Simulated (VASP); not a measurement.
Input of a VASP 6.6.1 run:

INCAR

```
PREC = Accurate
ENCUT = 600
EDIFF = 1E-7
ISMEAR = 0
SIGMA = 0.1
LREAL = False
LASPH = True
NELM = 60
ALGO = Fast
ISIF = 3
LWAVE = False
LCHARG = False
GGA = PE
IVDW = 12
IBRION = 2
NSW = 80
EDIFFG = -0.01
```

File KPOINTS:

```
regular mesh
0
Gamma
  18 18 6
```

POSCAR

```
Ga
1.0
    2.9166962760      0.0000000000      0.0000000000
   -1.4583481380      2.5259330702      0.0000000000
    0.0000000000      0.0000000000      9.7636935917
Ga
4
Direct
    0.0000000000      0.0000000000      0.0000000000
    0.3333333333      0.6666666667      0.2500000000
    0.0000000000      0.0000000000      0.5000000000
    0.6666666667      0.3333333333      0.7500000000
```

Potentials or basis: VASP PAW PBE potentials, release 64 (Ga_d).

Command:

```console
$ cat potpaw_PBE.64/Ga_d/POTCAR > POTCAR
$ mpirun -np 1 vasp_std > vasp.out
```

(1) What does it give for the relaxed volume?

(2) Estimate the dispersion energy per atom.

(3) Estimate the space group after relaxing (to 0.05 Å).

(4) What does it give for the relaxed cell?

## Answers

(1) 18.01 Å³/atom.

(2) -0.319 eV.

(3) P6_3/mmc (No. 194).

(4) a = 2.918 Å, b = 2.918 Å, c = 9.766 Å, α = 90.00°, β = 90.00°, γ = 120.00°.

Caveat: pairwise dispersion overbinds metals, which lowers pressure and volume.
